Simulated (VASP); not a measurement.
**ZrO2: single point with PBE**

ZrO2, a slab with vacuum:

```xyz
12
Lattice="3.6174 0.0000 0.0000 -1.8087 3.1328 0.0000 0.0000 0.0000 25.3376" Properties=species:S:1:pos:R:3 pbc="T T T"
O     0.0000    0.0000    7.4913
O     0.0000    2.0885    9.0221
O     1.8087    1.0443   10.4333
O     0.0000    0.0000   11.9158
O     0.0000    2.0885   13.4218
O     1.8087    1.0443   14.9043
O     0.0000    0.0000   16.3155
O     0.0000    2.0885   17.8464
Zr    1.8087    1.0443    8.2828
Zr    0.0000    2.0885   11.1800
Zr    0.0000    0.0000   14.1577
Zr    1.8087    1.0443   17.0548
```

- Program: VASP 6.6.1
- Task: single point
- Functional: PBE
- Potentials or basis: VASP PAW PBE potentials, release 64 (O, Zr_sv)
- Cutoff: 520 eV
- k mesh: 9 × 9 × 1
- Occupations: gaussian, width 0.05 eV
- Spin: no spin polarisation

The largest force is 0.027 eV/Å and the band gap on the k mesh is 3.54 eV, indirect (least direct gap 3.86 eV).

Forces on the atoms (eV/Å):
```
O    0.000  0.000 -0.010
O    0.000  0.000 -0.008
O    0.000  0.000  0.006
O    0.000  0.000  0.001
O    0.000  0.000 -0.001
O    0.000  0.000 -0.006
O    0.000  0.000  0.008
O    0.000  0.000  0.010
Zr   0.000  0.000 -0.027
Zr   0.000  0.000  0.001
Zr   0.000  0.000 -0.001
Zr   0.000  0.000  0.027
```

Levels at points of the mesh, in eV from the valence-band top:
```csv
k point,band 45,band 46,band 47,band 48,band 49,band 50,band 51,band 52
"(0.00, 0.00, 0.00)",-0.44,-0.44,-0.32,-0.32,3.54,3.54,3.89,3.89
```

Wall time 11 min on 1 thread of Intel Xeon 8259CL, with other jobs on the host, peak memory 0.46 GiB.
